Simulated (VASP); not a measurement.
Here is a VASP 6.6.1 calculation.

The input INCAR:

```
ALGO     = Normal         # electronic algorithm
EDIFF    = 1E-7           # SCF threshold, eV
ENCUT    = 520            # plane-wave cutoff, eV
GGA      = CA             # functional
ISIF     = 2              # what is computed and relaxed
ISMEAR   = -1             # smearing method
LASPH    = True           # aspherical terms in the spheres
LCHARG   = False          # write CHGCAR
LREAL    = False          # projectors in reciprocal space
LWAVE    = False          # write WAVECAR
NBANDS   = 13             # bands
NELM     = 80             # most SCF steps
PREC     = Accurate       # precision mode
SIGMA    = 0.1            # smearing width, eV
```

File KPOINTS:

```
k-points
0
Gamma
  14 14 14
```

Contents of POSCAR:

```
W
1.0
    2.6601078497      0.0000000000      0.0000000000
    0.0000000000      2.6601078497      0.0000000000
    0.0000000000      0.0000000000      2.6601078497
W
1
Direct
    0.0000000000      0.0000000000      0.0000000000
```

Potentials or basis: VASP PAW LDA potentials, release 64 (W_sv).

Launch:

```console
$ cat potpaw_LDA.64/W_sv/POTCAR > POTCAR
$ mpirun -np 1 vasp_std > vasp.out
```

(1) What does it give for the pressure?

(2) What does it give for the band gap on the k mesh?

Results:

(1) -14.7 GPa.

(2) zero (band 7 reaches 10.51 eV, above the bottom of band 8 at 8.14 eV).

Caveat: spin-orbit coupling is left out, which moves the levels of the heavy elements.
